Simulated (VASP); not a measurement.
A run of VASP 6.6.1 is set up as follows.

Contents of INCAR:

```
  PREC = Accurate
  ENCUT = 520
  EDIFF = 1E-8
  ISMEAR = 0
  SIGMA = 0.01
  LREAL = F
  LASPH = T
  NELM = 100
  ALGO = Normal
  ISIF = 2
  LWAVE = F
  LCHARG = F
  IBRION = 8
  NSW = 1
```

The input KPOINTS:

```
regular mesh
0
Gamma
  10 10 10
```

Contents of POSCAR:

```
SiC
1.0
    0.0000000000      2.1644886462      2.1644886462
    2.1644886462      0.0000000000      2.1644886462
    2.1644886462      2.1644886462      0.0000000000
Si C
1 1
Direct
    0.0000000000      0.0000000000      0.0000000000
    0.7500000000      0.7500000000      0.7500000000
```

Potentials or basis: VASP PAW LDA potentials, release 64 (Si, C).

Run with:

```sh
$ cat potpaw_LDA.64/Si/POTCAR potpaw_LDA.64/C/POTCAR > POTCAR
$ mpirun -np 1 vasp_std > vasp.out
```

What does it give for the highest phonon frequency at Γ, LO-TO splitting left out?

798 cm⁻¹.

Phonon frequencies in cm⁻¹ (negative: imaginary):
| q point | frequencies |
| --- | --- |
| (0.000, 0.000, 0.000) | 0 0 0 798 798 798 |
